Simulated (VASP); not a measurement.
A run of VASP 6.6.1 is set up as follows.

Contents of INCAR:

```
PREC = Accurate
ENCUT = 520
EDIFF = 1E-6
ISMEAR = 0
SIGMA = 0.1
LREAL = F
LASPH = T
NELM = 60
ALGO = Normal
ISIF = 2
LWAVE = F
LCHARG = F
GGA = PE
NBANDS = 15
```

KPOINTS

```
Automatic mesh
0
Gamma
  15 15 12
```

POSCAR

```
HfB2
1.0
    3.2006958524      0.0000000000      0.0000000000
   -1.6003479262      2.7718839180      0.0000000000
    0.0000000000      0.0000000000      3.5691505843
Hf B
1 2
Direct
    0.0000000000      0.0000000000      0.0000000000
    0.3333333333      0.6666666667      0.5000000000
    0.6666666667      0.3333333333      0.5000000000
```

Potentials or basis: VASP PAW PBE potentials, release 64 (Hf_pv, B).

Run with:

```sh
$ cat potpaw_PBE.64/Hf_pv/POTCAR potpaw_PBE.64/B/POTCAR > POTCAR
$ mpirun -np 1 vasp_std > vasp.out
```

Task: Predict the pressure.

Result: -13.4 GPa.

Task: What does it give for the band gap on the k mesh?

Result: Zero (band 8 reaches 7.97 eV, above the bottom of band 9 at 6.96 eV).

Stress tensor (GPa, compression positive):
```
-13.41   0.00   0.00
  0.00 -13.41   0.00
  0.00   0.00 -13.29
```

Caveat: spin-orbit coupling is left out, which moves the levels of the heavy elements.
